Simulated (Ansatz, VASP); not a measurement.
## Two plane-wave programs on BAs

File INCAR:

```
ALGO = Normal
EDIFF = 1E-6
ENCUT = 600
GGA = PE
GGA_COMPAT = False
ISIF = 2
ISMEAR = 0
LASPH = True
LCHARG = False
LREAL = False
LWAVE = False
NBANDS = 16
NELM = 120
PREC = Accurate
SIGMA = 0.01
```

The input KPOINTS:

```
k-points
0
Gamma
  8 8 8
```

The input POSCAR:

```
BAs
1.0
    0.0000000000      2.3803343092      2.3803343092
    2.3803343092      0.0000000000      2.3803343092
    2.3803343092      2.3803343092      0.0000000000
B As
1 1
Direct
    0.0000000000      0.0000000000      0.0000000000
    0.2500000000      0.2500000000      0.2500000000
```

Input for Ansatz:

```yaml
crystal:
  lattice:
    - [0.0, 2.3803343092, 2.3803343092]
    - [2.3803343092, 0.0, 2.3803343092]
    - [2.3803343092, 2.3803343092, 0.0]
  atoms:
    - { symbol: B, position: [0.0, 0.0, 0.0] }
    - { symbol: As, position: [0.25, 0.25, 0.25] }
kpoints:
  mp_grid: { grid: [8, 8, 8] }
hamiltonian:
  xc: pbe
scf:
  occupations: { method: fixed }
  n_extra_bands: 4
output:
  forces: true
  stress: true
  eigenvalues: true
```

Alike in both runs: task single point; functional PBE; k mesh 8 × 8 × 8; no spin polarisation.

|  | VASP | Ansatz |
| --- | --- | --- |
| version | VASP 6.6.1 | Ansatz 0.2.0 |
| potentials or method | VASP PAW PBE potentials, release 64 (B, As_d) | plane waves, PAW |
| plane-wave cutoff (eV) | 600 | 420 |
| occupations | gaussian, width 0.01 eV | fixed |
| valence electrons in the cell | 18 | 18 |

VASP gave:

| Property | Result |
| --- | --- |
| gap on the k mesh at the Fermi level (eV) | 1.19 |
| pressure (GPa) | 4.0 |

Q: Estimate Ansatz's values.

A: gap on the k mesh at the Fermi level (eV): 1.19; pressure (GPa): 4.3.
